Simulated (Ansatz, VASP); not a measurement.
## One calculation of Ir, two programs

Contents of INCAR:

```
ALGO     = Normal         # electronic algorithm
EDIFF    = 1E-6           # SCF threshold, eV
ENCUT    = 500            # plane-wave cutoff, eV
GGA_COMPAT= F            
ISIF     = 2              # what is computed and relaxed
ISMEAR   = 0              # smearing method
LASPH    = T              # aspherical terms in the spheres
LCHARG   = F              # write CHGCAR
LREAL    = F              # projectors in reciprocal space
LWAVE    = F              # write WAVECAR
NBANDS   = 14             # bands
NELM     = 120            # most SCF steps
PREC     = Accurate       # precision mode
SIGMA    = 0.15           # smearing width, eV
```

File KPOINTS:

```
k-points
0
Gamma
  22 22 22
```

POSCAR

```
Ir
1.0
    0.0000000000      1.9054060557      1.9054060557
    1.9054060557      0.0000000000      1.9054060557
    1.9054060557      1.9054060557      0.0000000000
Ir
1
Direct
    0.0000000000      0.0000000000      0.0000000000
```

Input for Ansatz:

```yaml
crystal:
  lattice:
    - [0.0, 1.9054060557, 1.9054060557]
    - [1.9054060557, 0.0, 1.9054060557]
    - [1.9054060557, 1.9054060557, 0.0]
  atoms:
    - { symbol: Ir, position: [0.0, 0.0, 0.0] }
basis:
  ecutwfc: 420
kpoints:
  mp_grid: { grid: [22, 22, 22] }
hamiltonian:
  xc: lda
  pseudopotentials: { kind: paw, azcp: { folder: soft_1 } }
scf:
  occupations: { method: gaussian, width: 0.15 }
output:
  forces: true
  stress: true
  eigenvalues: true
```

Alike in both runs: task single point; functional LDA; k mesh 22 × 22 × 22; occupations gaussian, width 0.15 eV; no spin polarisation.

```csv
,VASP,Ansatz
version,VASP 6.6.1,Ansatz 0.2.0
potentials or method,"VASP PAW LDA potentials, release 64 (Ir_sv_GW), cutoff 500 eV","scalar-relativistic, plane waves, PAW"
valence electrons in the cell,17,17
```

```tsv
	VASP	Ansatz	Ansatz less VASP
gap on the k mesh at the Fermi level (eV)	none	none	-
pressure (GPa)	-1.5	0.2	+1.74
```

Ansatz warns that its potentials were made for another functional, while VASP's fit it. LDA's correlation is that of Perdew and Zunger in VASP and of Perdew and Wang (1992) in Ansatz. A gap of «none» marks a metal or a gap that the smearing closes.

Neither program's run includes spin-orbit coupling.
